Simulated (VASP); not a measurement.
# In2O3 (R-3c) in VASP: further runs, part 2 of 2

VASP 6.6.1. Earlier steps stand in the parts before.

### 5 Single point, r2SCAN (14.03 Å³/atom)

This run uses another cell than the first one, of 14.03 Å³/atom.

The input, POSCAR:

```
In2O3
1.0
    2.8251764711      1.6311163961      5.0729110508
   -2.8251764711      1.6311163961      5.0729110508
    0.0000000000     -3.2622327922      5.0729110508
In O
4 6
Direct
    0.3552587415      0.3552587415      0.3552587415
    0.1447412585      0.1447412585      0.1447412585
    0.6447412585      0.6447412585      0.6447412585
    0.8552587415      0.8552587415      0.8552587415
    0.5473941392      0.9526058608      0.2500000000
    0.2500000000      0.5473941392      0.9526058608
    0.9526058608      0.2500000000      0.5473941392
    0.4526058608      0.0473941392      0.7500000000
    0.7500000000      0.4526058608      0.0473941392
    0.0473941392      0.7500000000      0.4526058608
```

The input, INCAR.step1:

```
PREC = Accurate ; ENCUT = 520
ISMEAR = 0 ; SIGMA = 0.02
LREAL = False ; LASPH = True
NELM = 100 ; NBANDS = 55
GGA = PE ; ALGO = Normal
EDIFF = 1E-4 ; LWAVE = True
LCHARG = False
```

The input, INCAR.step2:

```
PREC = Accurate ; ENCUT = 520
EDIFF = 1E-6 ; ISMEAR = 0
SIGMA = 0.02 ; LREAL = False
LASPH = True ; NELM = 100
ALGO = Normal ; ISIF = 2
LWAVE = False ; LCHARG = False
METAGGA = R2SCAN ; LMIXTAU = True
NBANDS = 55 ; ISTART = 1
```

The input, KPOINTS:

```
regular mesh
0
Gamma
  6 6 6
```

Potentials or basis: VASP PAW PBE potentials, release 64 (In_d, O).

Run with:

```bash
$ cat potpaw_PBE.64/In_d/POTCAR potpaw_PBE.64/O/POTCAR > POTCAR
$ cp INCAR.step1 INCAR
$ mpirun -np 1 vasp_std > vasp.out
$ cp INCAR.step2 INCAR
$ mpirun -np 1 vasp_std > vasp.out
```

OUTCAR:

```text
PREC = Accurate
   ENCUT = 520
   EDIFF = 1E-6
   ISMEAR = 0
   LREAL = False
   LASPH = True
   NELM = 100
   ISIF = 2
   METAGGA = R2SCAN
   ISTART = 1

 ion  position               nearest neighbor table
   1  0.355  0.355  0.355-  10 2.20   8 2.20   9 2.20   5 2.32   7 2.32   6 2.32   2 3.20   3 3.33
                             3 3.33   3 3.33   2 3.76   2 3.76   2 3.76
   2  0.145  0.145  0.145-   9 2.20   8 2.20  10 2.20   5 2.32   7 2.32   6 2.32   1 3.20   4 3.33
                             4 3.33   4 3.33   1 3.76   1 3.76   1 3.76
   3  0.645  0.645  0.645-   7 2.20   5 2.20   6 2.20   8 2.32   9 2.32  10 2.32   4 3.20   1 3.33
                             1 3.33   1 3.33   4 3.76   4 3.76   4 3.76
   4  0.855  0.855  0.855-   6 2.20   5 2.20   7 2.20   8 2.32   9 2.32  10 2.32   3 3.20   2 3.33
                             2 3.33   2 3.33   3 3.76   3 3.76   3 3.76
   5  0.547  0.953  0.250-   3 2.20   4 2.20   1 2.32   2 2.32
   6  0.250  0.547  0.953-   4 2.20   3 2.20   1 2.32   2 2.32
   7  0.953  0.250  0.547-   3 2.20   4 2.20   1 2.32   2 2.32
   8  0.453  0.047  0.750-   1 2.20   2 2.20   3 2.32   4 2.32
   9  0.750  0.453  0.047-   2 2.20   1 2.20   3 2.32   4 2.32
  10  0.047  0.750  0.453-   1 2.20   2 2.20   3 2.32   4 2.32

  LATTYP: Found a trigonal (rhomboedric) cell.
 ALAT       =     6.0313007983
 COS(alpha) =     0.5611670999

  Lattice vectors:

 A1 = (   2.8251764711,   1.6311163961,   5.0729110508)
 A2 = (  -2.8251764711,   1.6311163961,   5.0729110508)
 A3 = (   0.0000000000,  -3.2622327922,   5.0729110508)

Analysis of symmetry for initial positions (statically):
=====================================================================
 Subroutine PRICEL returns:
 Original cell was already a primitive cell.

 Routine SETGRP: Setting up the symmetry group for a
 trigonal (rhombohedral) supercell.

 Subroutine GETGRP returns: Found 12 space group operations
 (whereof  6 operations were pure point group operations)
 out of a pool of 12 trial point group operations.

The static configuration has the point symmetry S_6 .
 The point group associated with its full space group is D_3d.

Analysis of symmetry for dynamics (positions and initial velocities):
=====================================================================
 Subroutine PRICEL returns:
 Original cell was already a primitive cell.

 Routine SETGRP: Setting up the symmetry group for a
 trigonal (rhombohedral) supercell.

 Subroutine GETGRP returns: Found 12 space group operations
 (whereof  6 operations were pure point group operations)
 out of a pool of 12 trial point group operations.

The dynamic configuration has the point symmetry S_6 .
 The point group associated with its full space group is D_3d.

 Subroutine INISYM returns: Found 12 space group operations
 (whereof  6 operations are pure point group operations),
 and found     1 'primitive' translations

----------------------------------------------------------------------------------------

                                     Primitive cell

  volume of cell :     140.2617

  direct lattice vectors                    reciprocal lattice vectors
     2.825176471  1.631116396  5.072911051     0.176980095  0.102179505  0.065708492
    -2.825176471  1.631116396  5.072911051    -0.176980095  0.102179505  0.065708492
     0.000000000 -3.262232792  5.072911051     0.000000000 -0.204359011  0.065708492

  length of vectors
[... 82 lines left out ...]
   total plane-waves  NPLWV = 110592
   dimension x,y,z NGX =    48 NGY =   48 NGZ =   48
   dimension x,y,z NGXF=    96 NGYF=   96 NGZF=   96
   ions per type =               4   6
   NGX,Y,Z   is equivalent  to a cutoff of  13.23, 13.23, 13.23 a.u.
   NGXF,Y,Z  is equivalent  to a cutoff of  26.46, 26.46, 26.46 a.u.
 SYSTEM =  unknown system
   PREC   = accura    normal or accurate (medium, high low for compatibility)
   ISTART =      1    job   : 0-new  1-cont  2-samecut
   ICHARG =      0    charge: 1-file 2-atom 10-const
   ISPIN  =      1    spin polarized calculation?
   LNONCOLLINEAR =      F non collinear calculations
   LSORBIT =      F    spin-orbit coupling
   LASPH  =      T    aspherical Exc in radial PAW
   ENCUT  =  520.0 eV  38.22 Ry    6.18 a.u.  11.21 11.21 11.21*2*pi/ulx,y,z
   NELM   =    100;   NELMIN=  2; NELMDL=  0     # of ELM steps
   EDIFF  = 0.1E-05   stopping-criterion for ELM
   LREAL  =      F    real-space projection
   EDIFFG = 0.1E-04   stopping-criterion for IOM
   NSW    =      0    number of steps for IOM
   IBRION =     -1    ionic relax: 0-MD 1-quasi-New 2-CG
   NFREE  =      0    steps in history (QN), initial steepest desc. (CG)
   ISIF   =      2    stress and relaxation
   ISYM   =      2    0-nonsym 1-usesym 2-fastsym
   POTIM  = 0.5000    time-step for ionic-motion
   TEBEG  =    0.0;   TEEND  =   0.0 temperature during run
   PSTRESS=    0.0 pullay stress
   NELECT =      88.0000    total number of electrons
   NUPDOWN=      -1.0000    fix difference up-down
   EMIN   =  10.00;   EMAX   =-10.00  energy-range for DOS
   EFERMI =   0.00;   METHOD = LEGACY
   ISMEAR =     0;   SIGMA  =   0.02  broadening in eV -4-tet -1-fermi 0-gaus
   EFERMI_NEDOS =   21; number of points for ismear=-14 and -15
   IALGO  =     38    algorithm
   IMIX   =      4    mixing-type and parameters
     AMIX     =   0.40;   BMIX     =  1.00
     AMIX_MAG =   1.60;   BMIX_MAG =  1.00
  volume/ion in A,a.u.               =      14.03        94.65
  Fermi-wavevector in a.u.,A,eV,Ry     =   1.401488  2.648428 26.724136  1.964169
  Thomas-Fermi vector in A             =   2.524344
   LORBIT       =      0    0 simple, 1 ext, 2 COOP (PROOUT), +10 PAW based schemes
   METAGGA = R2SCAN    functional components
   LHFCALC =     F    Hartree Fock is set to
   AEXX    =    0.0000 exact exchange contribution
   IVDW    =     0    specifies the selected vdW correction
   LEPSILON=     F    determine dielectric tensor
   LRPA    =     F    only Hartree local field effects (RPA)
 non-spin polarized calculation
 Gauss-broadening in eV      SIGMA  =   0.02
  energy-cutoff  :      520.00
  volume of cell :      140.26
 maximum number of plane-waves:      3808
 NGX is ok and might be reduce to    48
   NGX = 23   NGY = 23   NGZ = 23

 number of electron      88.0000008 magnetization

 Free energy of the ion-electron system (eV)
  ---------------------------------------------------
  ext. energy  EPLUGINS =         0.00000000
  ---------------------------------------------------
  free energy    TOTEN  =      -143.96558391 eV

  energy without entropy =     -143.96558391  energy(sigma->0) =     -143.96558391

 E-fermi :   4.1409     XC(G=0): -11.3311

 val. band max:        4.0541492944   @ k =  -0.1667   0.1667   0.0000
 cond. band min:       5.2238405131   @ k =   0.0000   0.0000   0.0000
 fundamental gap:      1.1696912187
 Fermi energy:         4.1408934992

 k-point     1 :       0.0000    0.0000    0.0000
  band No.  band energies     occupation
      1     -13.9014      2.00000
      2     -13.2087      2.00000
      3     -13.2087      2.00000
      4     -13.0408      2.00000
      5     -13.0408      2.00000
      6     -13.0010      2.00000
[... 1381 lines left out ...]
     54      14.8830      0.00000
     55      15.4459      0.00000

 [... further k-points ...]

------------------------ aborting loop because EDIFF is reached ----------------------------------------

  FORCE on cell =-STRESS in cart. coord.  units (eV):
  Direction    XX          YY          ZZ          XY          YZ          ZX
  --------------------------------------------------------------------------------------
  -------------------------------------------------------------------------------------
  Total      -11.0957219    -11.0957219    -11.2246050      0.0000000      0.0000000      0.0000000
  in kB     -126.7439134   -126.7439134   -128.2161168      0.0000000      0.0000000      0.0000000
  external PRESSURE =    -127.2346479 kB  Pullay stress =       0.0000000 kB

 VOLUME and BASIS-vectors are now :
 -----------------------------------------------------------------------------
  energy-cutoff  :      520.00
  volume of cell :      140.26
      direct lattice vectors                 reciprocal lattice vectors
     2.825176471  1.631116396  5.072911051     0.176980095  0.102179505  0.065708492
    -2.825176471  1.631116396  5.072911051    -0.176980095  0.102179505  0.065708492
     0.000000000 -3.262232792  5.072911051     0.000000000 -0.204359011  0.065708492

 POSITION                                       TOTAL-FORCE (eV/Angst)
 -----------------------------------------------------------------------------------
      0.00000      0.00000      5.40659        -0.000000      0.000000      0.004499
      0.00000      0.00000      2.20278        -0.000000      0.000000     -0.004499
      0.00000      0.00000      9.81215        -0.000000      0.000000     -0.004499
      0.00000      0.00000     13.01595        -0.000000      0.000000      0.004499
     -1.14479      1.63112      8.87759        -0.004581      0.000000      0.000000
     -0.84019     -1.80698      8.87759         0.002290     -0.003967      0.000000
      1.98499      0.17586      8.87759         0.002290      0.003967      0.000000
      1.14479     -1.63112      6.34114         0.004581      0.000000      0.000000
      0.84019      1.80698      6.34114        -0.002290      0.003967      0.000000
     -1.98499     -0.17586      6.34114        -0.002290     -0.003967      0.000000
 -----------------------------------------------------------------------------------
    total drift:                                0.000000      0.000000      0.000000

  FREE ENERGIE OF THE ION-ELECTRON SYSTEM (eV)
  ---------------------------------------------------
  free  energy   TOTEN  =      -143.9655839108 eV

  energy  without entropy=     -143.9655839108  energy(sigma->0) =     -143.96558391
```

Wall time 12 min (1 thread of Intel Xeon 6975P-C (Granite Rapids), shared host); peak memory 0.46 GiB.

What came out:

| Item | Value |
| --- | --- |
| Free energy | -143.9656 eV |
| Pressure | -12.7 GPa |
| Largest force | 0.005 eV/Å |
| Band gap on the k mesh | 1.17 eV (least direct gap 1.25 eV) |

Forces in eV/Å, atoms in the order of the input:
```
In   0.000  0.000  0.004
In   0.000  0.000 -0.004
In   0.000  0.000 -0.004
In   0.000  0.000  0.004
O   -0.005  0.000  0.000
O    0.002 -0.004  0.000
O    0.002  0.004  0.000
O    0.005  0.000  0.000
O   -0.002  0.004  0.000
O   -0.002 -0.004  0.000
```

Stress tensor (GPa, compression positive):
```
-12.67   0.00   0.00
  0.00 -12.67   0.00
  0.00   0.00 -12.82
```

Caveat: the cell stands under tension; the PAW data sets were made with another functional, which shifts forces and pressure a little; spin-orbit coupling is left out, which moves the levels of the heavy elements.

### 6 Overview

| cell | gap on the mesh (eV) | pressure (GPa) | largest force (eV/Å) |
| --- | --- | --- | --- |
| a = 5.782 Å, angles 56.7°, 10 atoms, atomic positions A | 1.89 | 3.2 | 0.02 |
| a = 5.802 Å, angles 56.7°, 10 atoms, atomic positions A | 1.81 | 1.1 | 0.02 |
| a = 5.944 Å, angles 56.1°, 10 atoms, atomic positions B | 1.42 | -8.1 | 0.01 |
| a = 6.031 Å, angles 55.9°, 10 atoms, atomic positions C | 1.17 | -12.7 | - |

Alike in all rows: task single point; level r2SCAN; potentials or basis VASP PAW PBE potentials, release 64 (In_d, O); no spin polarisation; k mesh 6 × 6 × 6; cutoff (eV) 520; smearing gaussian 0.02 eV.

Caveats: the PAW data sets were made with another functional, which shifts forces and pressure a little; spin-orbit coupling is left out, which moves the levels of the heavy elements; the cell stands under tension (at least some runs); the cell stands under pressure (at least some runs).

Total energies depend on the potentials used, so only differences within one code and one set of settings carry meaning.
